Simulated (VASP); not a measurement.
# Mg (P6/mmm) in VASP: a series of runs

Runs on Mg. Level: LDA. Tasks: single point.

Program: VASP 6.6.1. These are calculated values, not measurements. Logs are shortened: lines on timing, memory, paths and dates and some standing lists are left out, and cuts for length are marked.

### 1 The cell of the first run

Symmetry: P6/mmm, No. 191, hexagonal system. The conventional cell has a = 5.005 Å, b = 5.005 Å, c = 3.033 Å, α = 90.00°, β = 90.00°, γ = 120.00°. Within 4.0 Å of Mg (site symmetry 6/mmm) lie 14 Mg at 3.03 to 3.26 Å. Within 3.8 Å of Mg (site symmetry -6m2) lie 11 Mg at 2.89 to 3.26 Å.

### 2 Single point, LDA

INCAR reads:

```
SYSTEM = Mg
  PREC = Accurate
  ENCUT = 520
  EDIFF = 1E-6
  ISMEAR = -1
  SIGMA = 0.1
  LREAL = .False.
  LASPH = .True.
  NELM = 80
  ALGO = Normal
  ISIF = 2
  LWAVE = .False.
  LCHARG = .False.
  GGA = CA
  NBANDS = 10
```

KPOINTS reads:

```
regular mesh
0
Gamma
  7 7 10
  0 0 0
```

POSCAR reads:

```
Mg
1.0
    5.0049134438      0.0000000000      0.0000000000
   -2.5024567219      4.3343821861      0.0000000000
    0.0000000000      0.0000000000      3.0328821299
Mg
3
Direct
    1.0000000000      0.0000000000      0.0000000000
    0.3333333333      0.6666666667      0.5000000000
    0.6666666667      0.3333333333      0.5000000000
```

Potentials or basis: VASP PAW LDA potentials, release 64 (Mg).

Command:

```bash
$ cat potpaw_LDA.64/Mg/POTCAR > POTCAR
$ mpirun -np 1 vasp_std > vasp.out
```

OUTCAR:

```text
SYSTEM = Mg
   PREC = Accurate
   ENCUT = 520
   EDIFF = 1E-6
   ISMEAR = -1
   LREAL = .False.
   LASPH = .True.
   NELM = 80
   ISIF = 2
   GGA = CA

 ion  position               nearest neighbor table
   1  0.000  0.000  0.000-   2 3.26   3 3.26   2 3.26   3 3.26   3 3.26   3 3.26   2 3.26   2 3.26
                             3 3.26   3 3.26   2 3.26   2 3.26
   2  0.333  0.667  0.500-   3 2.89   3 2.89   3 2.89   1 3.26   1 3.26   1 3.26   1 3.26   1 3.26
                             1 3.26
   3  0.667  0.333  0.500-   2 2.89   2 2.89   2 2.89   1 3.26   1 3.26   1 3.26   1 3.26   1 3.26
                             1 3.26

  LATTYP: Found a hexagonal cell.
 ALAT       =     5.0049134438
 C/A-ratio  =     0.6059809353

  Lattice vectors:

 A1 = (   5.0049134438,   0.0000000000,   0.0000000000)
 A2 = (  -2.5024567219,   4.3343821861,   0.0000000000)
 A3 = (   0.0000000000,   0.0000000000,   3.0328821299)

Analysis of symmetry for initial positions (statically):
=====================================================================
 Subroutine PRICEL returns:
 Original cell was already a primitive cell.

 Routine SETGRP: Setting up the symmetry group for a
 hexagonal supercell.

 Subroutine GETGRP returns: Found 24 space group operations
 (whereof 24 operations were pure point group operations)
 out of a pool of 24 trial point group operations.

The static configuration has the point symmetry D_6h.

Analysis of symmetry for dynamics (positions and initial velocities):
=====================================================================
 Subroutine PRICEL returns:
 Original cell was already a primitive cell.

 Routine SETGRP: Setting up the symmetry group for a
 hexagonal supercell.

 Subroutine GETGRP returns: Found 24 space group operations
 (whereof 24 operations were pure point group operations)
 out of a pool of 24 trial point group operations.

The dynamic configuration has the point symmetry D_6h.

 Subroutine INISYM returns: Found 24 space group operations
 (whereof 24 operations are pure point group operations),
 and found     1 'primitive' translations

----------------------------------------------------------------------------------------

                                     Primitive cell

  volume of cell :      65.7929

  direct lattice vectors                    reciprocal lattice vectors
     5.004913444  0.000000000  0.000000000     0.199803655  0.115356694  0.000000000
    -2.502456722  4.334382186  0.000000000     0.000000000  0.230713388  0.000000000
     0.000000000  0.000000000  3.032882130     0.000000000  0.000000000  0.329719375

  length of vectors
     5.004913444  5.004913444  3.032882130     0.230713388  0.230713388  0.329719375

  position of ions in fractional coordinates (direct lattice)
     0.000000000  0.000000000  0.000000000
     0.333333333  0.666666667  0.500000000
     0.666666667  0.333333333  0.500000000

  ion indices of the primitive-cell ions
   primitive index   ion index
                 1           1
                 2           2
                 3           3

----------------------------------------------------------------------------------------

 KPOINTS: regular mesh

Automatic generation of k-mesh.
 Grid dimensions read from file:
 generate k-points for:    7    7   10

 Generating k-lattice:

  Cartesian coordinates                     Fractional coordinates (reciprocal lattice)
     0.028543379  0.016479528  0.000000000     0.142857143  0.000000000  0.000000000
     0.000000000  0.032959055  0.000000000     0.000000000  0.142857143  0.000000000
     0.000000000  0.000000000  0.032971937     0.000000000  0.000000000  0.100000000

  Length of vectors
     0.032959055  0.032959055  0.032971937

  Shift w.r.t. Gamma in fractional coordinates (k-lattice)
     0.000000000  0.000000000  0.000000000

 Subroutine IBZKPT returns following result:
 ===========================================

 Found     48 irreducible k-points:

 Following reciprocal coordinates:
            Coordinates               Weight
  0.000000  0.000000  0.000000      1.000000
  0.142857 -0.000000  0.000000      6.000000
  0.285714  0.000000  0.000000      6.000000
  0.428571  0.000000  0.000000      6.000000
  0.142857  0.142857  0.000000      6.000000
  0.285714  0.142857  0.000000     12.000000
[... 16 lines left out ...]
  0.428571  0.142857  0.200000     12.000000
  0.285714  0.285714  0.200000     12.000000
 [... further k-points ...]
   k-points           NKPTS =     48   k-points in BZ     NKDIM =     48   number of bands    NBANDS=     10
   number of dos      NEDOS =    301   number of ions     NIONS =      3
   total plane-waves  NPLWV =  38400
   dimension x,y,z NGX =    40 NGY =   40 NGZ =   24
   dimension x,y,z NGXF=    80 NGYF=   80 NGZF=   48
   ions per type =               3
   NGX,Y,Z   is equivalent  to a cutoff of  13.29, 13.29, 13.16 a.u.
   NGXF,Y,Z  is equivalent  to a cutoff of  26.57, 26.57, 26.31 a.u.
 SYSTEM =  Mg
   PREC   = accura    normal or accurate (medium, high low for compatibility)
   ISTART =      0    job   : 0-new  1-cont  2-samecut
   ICHARG =      2    charge: 1-file 2-atom 10-const
   ISPIN  =      1    spin polarized calculation?
   LNONCOLLINEAR =      F non collinear calculations
   LSORBIT =      F    spin-orbit coupling
   LASPH  =      T    aspherical Exc in radial PAW
   ENCUT  =  520.0 eV  38.22 Ry    6.18 a.u.   9.31  9.31  5.64*2*pi/ulx,y,z
   NELM   =     80;   NELMIN=  2; NELMDL= -5     # of ELM steps
   EDIFF  = 0.1E-05   stopping-criterion for ELM
   LREAL  =      F    real-space projection
   EDIFFG = 0.1E-04   stopping-criterion for IOM
   NSW    =      0    number of steps for IOM
   IBRION =     -1    ionic relax: 0-MD 1-quasi-New 2-CG
   NFREE  =      0    steps in history (QN), initial steepest desc. (CG)
   ISIF   =      2    stress and relaxation
   ISYM   =      2    0-nonsym 1-usesym 2-fastsym
   POTIM  = 0.5000    time-step for ionic-motion
   TEBEG  =    0.0;   TEEND  =   0.0 temperature during run
   PSTRESS=    0.0 pullay stress
   NELECT =       6.0000    total number of electrons
   NUPDOWN=      -1.0000    fix difference up-down
   EMIN   =  10.00;   EMAX   =-10.00  energy-range for DOS
   EFERMI =   0.00;   METHOD = LEGACY
   ISMEAR =    -1;   SIGMA  =   0.10  broadening in eV -4-tet -1-fermi 0-gaus
   EFERMI_NEDOS =   21; number of points for ismear=-14 and -15
   IALGO  =     38    algorithm
   IMIX   =      4    mixing-type and parameters
     AMIX     =   0.40;   BMIX     =  1.00
     AMIX_MAG =   1.60;   BMIX_MAG =  1.00
  volume/ion in A,a.u.               =      21.93       148.00
  Fermi-wavevector in a.u.,A,eV,Ry     =   0.736883  1.392508  7.387926  0.542997
  Thomas-Fermi vector in A             =   1.830431
   LORBIT       =      0    0 simple, 1 ext, 2 COOP (PROOUT), +10 PAW based schemes
   GGA     = CA    functional components
   LHFCALC =     F    Hartree Fock is set to
   AEXX    =    0.0000 exact exchange contribution
   IVDW    =     0    specifies the selected vdW correction
   LEPSILON=     F    determine dielectric tensor
   LRPA    =     F    only Hartree local field effects (RPA)
 non-spin polarized calculation
  energy-cutoff  :      520.00
  volume of cell :       65.79
 maximum number of plane-waves:      1800
 NGX is ok and might be reduce to    40
   NGX = 19   NGY = 19   NGZ = 11

 number of electron       6.0000000 magnetization

 Free energy of the ion-electron system (eV)
  ---------------------------------------------------
  ext. energy  EPLUGINS =         0.00000000
  ---------------------------------------------------
  free energy    TOTEN  =        -5.28029994 eV

  energy without entropy =       -5.23703877  energy(sigma->0) =       -5.25866935

 E-fermi :   2.7264     XC(G=0):  -8.8275

 val. band max:        2.7119260294   @ k =   0.2857   0.0000   0.2000
 cond. band min:       2.7315444688   @ k =   0.2857   0.1429   0.5000
 fundamental gap:      0.0196184393
 Fermi energy:         2.7264417067

 k-point     1 :       0.0000    0.0000    0.0000
  band No.  band energies     occupation
      1      -4.4071      2.00000
      2       2.9542      0.18598
      3       2.9542      0.18598
      4       3.0057      0.11550
      5       3.0057      0.11550
      6       4.1084      0.00000
      7       4.1726      0.00000
      8      10.9457      0.00000
      9      11.3858      0.00000
     10      16.2889      0.00000

 k-point     2 :       0.1429   -0.0000    0.0000
  band No.  band energies     occupation
      1      -4.2434      2.00000
      2       1.2850      2.00000
      3       2.0887      1.99661
      4       2.6897      1.18143
      5       4.1715      0.00000
      6       5.0704      0.00000
      7       5.7465      0.00000
      8      11.0788      0.00000
      9      11.4987      0.00000
     10      14.5067      0.00000

 k-point     3 :       0.2857    0.0000    0.0000
  band No.  band energies     occupation
      1      -3.7541      2.00000
      2      -0.4039      2.00000
      3       1.4962      1.99999
      4       2.0941      1.99642
      5       5.6646      0.00000
      6       6.5392      0.00000
      7       8.1922      0.00000
      8      11.4784      0.00000
      9      11.5846      0.00000
     10      11.9328      0.00000

 k-point     4 :       0.4286    0.0000    0.0000
  band No.  band energies     occupation
      1      -2.9445      2.00000
      2      -1.8232      2.00000
      3       1.2004      2.00000
      4       1.7803      1.99984
      5       7.4594      0.00000
      6       8.2634      0.00000
      7       9.5578      0.00000
      8      10.1459      0.00000
      9      10.7800      0.00000
     10      12.1465      0.00000
[... 222 lines left out ...]
 k-point    22 :       0.2857    0.1429    0.2000
  band No.  band energies     occupation
      1      -2.6227      2.00000
      2      -0.4030      2.00000
      3       0.6790      2.00000
      4       3.9460      0.00001
      5       5.9381      0.00000
      6       6.7917      0.00000
      7       8.5483      0.00000
      8       9.1293      0.00000
      9      10.0782      0.00000
     10      10.2990      0.00000

 k-point    23 :       0.4286    0.1429    0.2000
  band No.  band energies     occupation
      1      -1.6677      2.00000
      2      -1.6603      2.00000
      3       0.5249      2.00000
      4       3.8018      0.00004
      5       7.2248      0.00000
      6       7.6655      0.00000
      7       7.8679      0.00000
      8       8.3669      0.00000
      9       9.4759      0.00000
     10      11.3553      0.00000

 k-point    24 :       0.2857    0.2857    0.2000
  band No.  band energies     occupation
      1      -1.8231      2.00000
      2      -0.7202      2.00000
      3      -0.7125      2.00000
      4       5.6623      0.00000
      5       5.7506      0.00000
      6       7.3521      0.00000
      7       7.8752      0.00000
      8       8.4634      0.00000
      9       8.6917      0.00000
     10      12.2087      0.00000

 [... further k-points ...]
[... 5 lines left out ...]
  --------------------------------------------------------------------------------------
  -------------------------------------------------------------------------------------
  Total       -0.1302818     -0.1302818     -0.1341842      0.0000000      0.0000000      0.0000000
  in kB       -3.1725982     -3.1725982     -3.2676291      0.0000000      0.0000000      0.0000000
  external PRESSURE =      -3.2042751 kB  Pullay stress =       0.0000000 kB

 VOLUME and BASIS-vectors are now :
 -----------------------------------------------------------------------------
  energy-cutoff  :      520.00
  volume of cell :       65.79
      direct lattice vectors                 reciprocal lattice vectors
     5.004913444  0.000000000  0.000000000     0.199803655  0.115356694  0.000000000
    -2.502456722  4.334382186  0.000000000     0.000000000  0.230713388  0.000000000
     0.000000000  0.000000000  3.032882130     0.000000000  0.000000000  0.329719375

 POSITION                                       TOTAL-FORCE (eV/Angst)
 -----------------------------------------------------------------------------------
      0.00000      0.00000      0.00000         0.000000      0.000000      0.000000
     -0.00000      2.88959      1.51644         0.000000      0.000000      0.000000
      2.50246      1.44479      1.51644        -0.000000      0.000000     -0.000000
 -----------------------------------------------------------------------------------
    total drift:                                0.000000     -0.000000     -0.000000

  FREE ENERGIE OF THE ION-ELECTRON SYSTEM (eV)
  ---------------------------------------------------
  free  energy   TOTEN  =        -5.2802999400 eV

  energy  without entropy=       -5.2370387661  energy(sigma->0) =       -5.25866935
```

It took 12 s on 1 thread of Intel Xeon 6975P-C (Granite Rapids), shared host; peak memory 0.17 GiB.

What came out:

```yaml
Free_energy: -5.2803 eV
Pressure: -0.3 GPa
Band_gap_on_the_k_mesh: zero (band 3 reaches 6.34 eV, above the bottom of band 4 at 1.78 eV)
```

### 3 Single point, LDA (volume scaled by 0.88)

INCAR reads:

```
  ALGO = Normal
  EDIFF = 1E-6
  ENCUT = 520
  ISIF = 2
  ISMEAR = -1
  LASPH = True
  LCHARG = False
  LREAL = False
  LWAVE = False
  NBANDS = 10
  NELM = 80
  PREC = Accurate
  SIGMA = 0.1
```

KPOINTS reads:

```
k-points
0
Gamma
  8 8 12
```

POSCAR reads:

```
Mg
1.0
    4.7961283315      0.0000000000      0.0000000000
   -2.3980641658      4.1535689749      0.0000000000
    0.0000000000      0.0000000000      2.9063623323
Mg
3
Direct
    1.0000000000      0.0000000000      0.0000000000
    0.3333333333      0.6666666667      0.5000000000
    0.6666666667      0.3333333333      0.5000000000
```

Potentials or basis: VASP PAW LDA potentials, release 64 (Mg).

Command:

```bash
$ cat potpaw_LDA.64/Mg/POTCAR > POTCAR
$ mpirun -np 1 vasp_std > vasp.out
```

OUTCAR:

```text
EDIFF = 1E-6
   ENCUT = 520
   ISIF = 2
   ISMEAR = -1
   LASPH = True
   LREAL = False
   NELM = 80
   PREC = Accurate

 ion  position               nearest neighbor table
   1  0.000  0.000  0.000-   2 3.13   3 3.13   2 3.13   3 3.13   3 3.13   3 3.13   2 3.13   2 3.13
                             3 3.13   3 3.13   2 3.13   2 3.13
   2  0.333  0.667  0.500-   3 2.77   3 2.77   3 2.77   1 3.13   1 3.13   1 3.13   1 3.13   1 3.13
                             1 3.13
   3  0.667  0.333  0.500-   2 2.77   2 2.77   2 2.77   1 3.13   1 3.13   1 3.13   1 3.13   1 3.13
                             1 3.13

  LATTYP: Found a hexagonal cell.
 ALAT       =     4.7961283315
 C/A-ratio  =     0.6059809353

  Lattice vectors:

 A1 = (   4.7961283315,   0.0000000000,   0.0000000000)
 A2 = (  -2.3980641658,   4.1535689749,   0.0000000000)
 A3 = (   0.0000000000,   0.0000000000,   2.9063623323)

Analysis of symmetry for initial positions (statically):
=====================================================================
 Subroutine PRICEL returns:
 Original cell was already a primitive cell.

 Routine SETGRP: Setting up the symmetry group for a
 hexagonal supercell.

 Subroutine GETGRP returns: Found 24 space group operations
 (whereof 24 operations were pure point group operations)
[... 182 lines left out ...]
      8      12.4971      0.00000
      9      12.8823      0.00000
     10      18.0169      0.00000
[... 287 lines left out ...]
 k-point    24 :       0.3750   -0.0000    0.1667
  band No.  band energies     occupation
      1      -2.5529      2.00000
      2      -0.4430      2.00000
      3       2.2562      1.99999
      4       3.0864      1.96769
      5       8.1362      0.00000
      6       8.2522      0.00000
      7       9.5935      0.00000
      8      10.5282      0.00000
      9      12.0623      0.00000
     10      12.0753      0.00000

 [... further k-points ...]

------------------------ aborting loop because EDIFF is reached ----------------------------------------

  FORCE on cell =-STRESS in cart. coord.  units (eV):
  Direction    XX          YY          ZZ          XY          YZ          ZX
  --------------------------------------------------------------------------------------
  -------------------------------------------------------------------------------------
  Total        2.1175354      2.1175354      2.0609824     -0.0000000      0.0000000      0.0000000
  in kB       58.5975271     58.5975271     57.0325637     -0.0000000      0.0000000      0.0000000
  external PRESSURE =      58.0758727 kB  Pullay stress =       0.0000000 kB

 VOLUME and BASIS-vectors are now :
 -----------------------------------------------------------------------------
  energy-cutoff  :      520.00
  volume of cell :       57.90
      direct lattice vectors                 reciprocal lattice vectors
     4.796128332  0.000000000  0.000000000     0.208501510  0.120378403  0.000000000
    -2.398064166  4.153568975  0.000000000     0.000000000  0.240756806  0.000000000
     0.000000000  0.000000000  2.906362332     0.000000000  0.000000000  0.344072722

 POSITION                                       TOTAL-FORCE (eV/Angst)
 -----------------------------------------------------------------------------------
      0.00000      0.00000      0.00000         0.000000      0.000000      0.000000
     -0.00000      2.76905      1.45318         0.000000     -0.000000      0.000000
      2.39806      1.38452      1.45318        -0.000000      0.000000      0.000000
 -----------------------------------------------------------------------------------
    total drift:                               -0.000000     -0.000000      0.000000

  FREE ENERGIE OF THE ION-ELECTRON SYSTEM (eV)
  ---------------------------------------------------
  free  energy   TOTEN  =        -5.1581314762 eV

  energy  without entropy=       -5.1231576312  energy(sigma->0) =       -5.14064455
```

OSZICAR:

```text
N       E                     dE             d eps       ncg     rms          rms(c)
DAV:   1     0.153131677670E+01    0.15313E+01   -0.20482E+03  1400   0.433E+02
DAV:   2    -0.506958375312E+01   -0.66009E+01   -0.64041E+01  1796   0.485E+01
DAV:   3    -0.519892254635E+01   -0.12934E+00   -0.12870E+00  1834   0.541E+00
DAV:   4    -0.519950803738E+01   -0.58549E-03   -0.58543E-03  1674   0.376E-01
DAV:   5    -0.519951175441E+01   -0.37170E-05   -0.37170E-05  1678   0.313E-02    0.113E+00
DAV:   6    -0.517561046068E+01    0.23901E-01   -0.85776E-04  1644   0.149E-01    0.718E-01
DAV:   7    -0.515817921304E+01    0.17431E-01   -0.26972E-03  1488   0.277E-01    0.347E-02
DAV:   8    -0.515813323745E+01    0.45976E-04   -0.14402E-04  1644   0.484E-02    0.776E-03
DAV:   9    -0.515813180252E+01    0.14349E-05   -0.32572E-06  1668   0.100E-02    0.443E-03
DAV:  10    -0.515813147616E+01    0.32637E-06   -0.58223E-07   922   0.344E-03
   1 F= -.51581315E+01 E0= -.51406446E+01  d E =-.349738E-01
```

stdout:

```text
POSCAR found type information on POSCAR Mg
 POSCAR found :  1 types and       3 ions
 scaLAPACK will be used
 LDA part: xc-table for (Slater(with rela. corr.)+CA(PZ))
 , standard interpolation
 POSCAR, INCAR and KPOINTS ok, starting setup
 FFT: planning ... GRIDC
 FFT: planning ... GRID_SOFT
 FFT: planning ... GRID
 WAVECAR not read
 entering main loop
```

Run time: 12 s. Hardware: 1 thread of Intel Xeon 6975P-C (Granite Rapids), shared host; peak memory 0.17 GiB.

Results:

- Free energy: -5.1581 eV
- Pressure: 5.8 GPa
- Band gap on the k mesh: zero (band 3 reaches 7.31 eV, above the bottom of band 4 at 2.45 eV)

Stress tensor (GPa, compression positive):
```
5.86 0.00 0.00
0.00 5.86 0.00
0.00 0.00 5.70
```

Levels at points of the mesh, in eV from the Fermi level:
```tsv
k point	band 1	band 2	band 3	band 4	band 5	band 6	band 7	band 8
(0.00, 0.00, 0.00)	-7.76	0.12	0.12	0.17	0.17	1.69	1.80	9.00
(0.50, 0.00, 0.00)	-5.60	-5.60	-1.80	-1.01	5.98	6.11	6.98	7.10
(0.00, 0.00, 0.50)	-3.51	-3.33	3.81	3.81	3.94	3.94	4.35	4.35
(0.50, 0.00, 0.50)	-1.71	-1.54	-1.14	-1.05	1.97	2.44	3.30	3.53
```
